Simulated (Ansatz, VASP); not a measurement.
# One calculation of MoSe3, two programs

```
CELL_PARAMETERS angstrom
3.71284 0.00000 0.00000
0.00000 3.71284 0.00000
0.00000 0.00000 6.99363
ATOMIC_POSITIONS crystal
Mo 0.00000 0.00000 0.00000
Se 0.00000 0.50000 0.50000
Se 0.50000 0.00000 0.50000
Se 0.50000 0.50000 0.00000
```

Change from the starting cell: species swapped into the CdAu3 type (P4/mmm, No. 123).

Alike in both runs: task relaxation of cell and atoms; functional PBE; k mesh 6 × 6 × 4; occupations gaussian, width 0.1 eV; collinear spin.

```csv
,VASP,Ansatz
version,VASP 6.6.1,Ansatz 0.2.0
potentials or method,"VASP PAW PBE potentials, release 64 (Mo_sv, Se), cutoff 600 eV","scalar-relativistic, plane waves, PAW"
valence electrons in the cell,32,62
```

Ansatz gave:

* gap on the k mesh at the Fermi level, each at its own relaxed structure (eV): none
* net moment per atom (μB): 0.83
* size of the moment on the site where the two differ most (μB): 2.47
* relaxed volume (Å³/atom): 25.17
* relaxed cell length with the largest relative difference (Å): 7.270

Which values does VASP return?

gap on the k mesh at the Fermi level, each at its own relaxed structure (eV): none; net moment per atom (μB): 0.83; size of the moment on the site where the two differ most (μB): 2.84; relaxed volume (Å³/atom): 24.95; relaxed cell length with the largest relative difference (Å): 7.190.

Site moments also hang on the region over which each program counts them. A gap of «none» marks a metal or a gap that the smearing closes. VASP's potentials hold 32 valence electrons a cell and Ansatz's 62, so a difference there can come from the potentials and not from the codes.
